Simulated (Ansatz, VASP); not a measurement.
One calculation of Ta2N, two programs

Contents of INCAR:

```
SYSTEM = Ta2N
PREC = Accurate
ENCUT = 520
EDIFF = 1E-6
ISMEAR = 0
SIGMA = 0.15
LREAL = .FALSE.
LASPH = .TRUE.
NELM = 80
ALGO = Normal
ISIF = 2
LWAVE = .FALSE.
LCHARG = .FALSE.
GGA = PS
NBANDS = 20
```

File KPOINTS:

```
Automatic mesh
0
G
  18 18 10
  0 0 0
```

File POSCAR:

```
Ta2N
1.0
    3.0786153869      0.0000000000      0.0000000000
   -1.5393076935      2.6661591336      0.0000000000
    0.0000000000      0.0000000000      4.8232571780
Ta N
2 1
Direct
    0.6291595281      0.2583190562      0.7462554481
    0.3708404719      0.7416809438      0.2537445519
    0.0000000000      0.0000000000      0.0000000000
```

Input for Ansatz:

```yaml
crystal:
  lattice:
    - [3.0786153869, 0.0, 0.0]
    - [-1.5393076935, 2.6661591336, 0.0]
    - [0.0, 0.0, 4.823257178]
  atoms:
    - { symbol: Ta, position: [0.6291595281, 0.2583190562, 0.7462554481] }
    - { symbol: Ta, position: [0.3708404719, 0.7416809438, 0.2537445519] }
    - { symbol: "N", position: [0.0, 0.0, 0.0] }
basis:
  ecutwfc: 420
kpoints:
  mp_grid: { grid: [18, 18, 10] }
hamiltonian:
  xc: pbesol
scf:
  occupations: { method: gaussian, width: 0.15 }
output:
  forces: true
  stress: true
  eigenvalues: true
```

Change from the starting cell: mode 4 (105.5 1/cm) frozen in, largest displacement +0.200 Å.

Alike in both runs: task single point; functional PBEsol; k mesh 18 × 18 × 10; occupations gaussian, width 0.15 eV; no spin polarisation.

|  | VASP | Ansatz |
| --- | --- | --- |
| version | VASP 6.6.1 | Ansatz 0.2.0 |
| potentials or method | VASP PAW PBE potentials, release 64 (Ta_pv, N), cutoff 520 eV | scalar-relativistic, plane waves, PAW |
| valence electrons in the cell | 27 | 31 |

Ansatz gave:

```
gap on the k mesh at the Fermi level (eV)                     : none
pressure (GPa)                                                : 6.1
traceless stress, the component that is largest in VASP (GPa) : -4.49
rms of the force components (eV/Å)                            : 0.856
```

Which values does VASP return?

gap on the k mesh at the Fermi level (eV): none; pressure (GPa): 6.7; traceless stress, the component that is largest in VASP (GPa): -4.63; rms of the force components (eV/Å): 0.871.

VASP's potentials were made for PBE, not for PBEsol. Atom by atom the forces differ by 0.030 eV/Å (rms over components). A gap of «none» marks a metal or a gap that the smearing closes. The functional is the same, so the differences come from potentials, cutoffs and numerics. VASP's potentials hold 27 valence electrons a cell and Ansatz's 31, so a difference there can come from the potentials and not from the codes.

Spin-orbit coupling is off throughout.
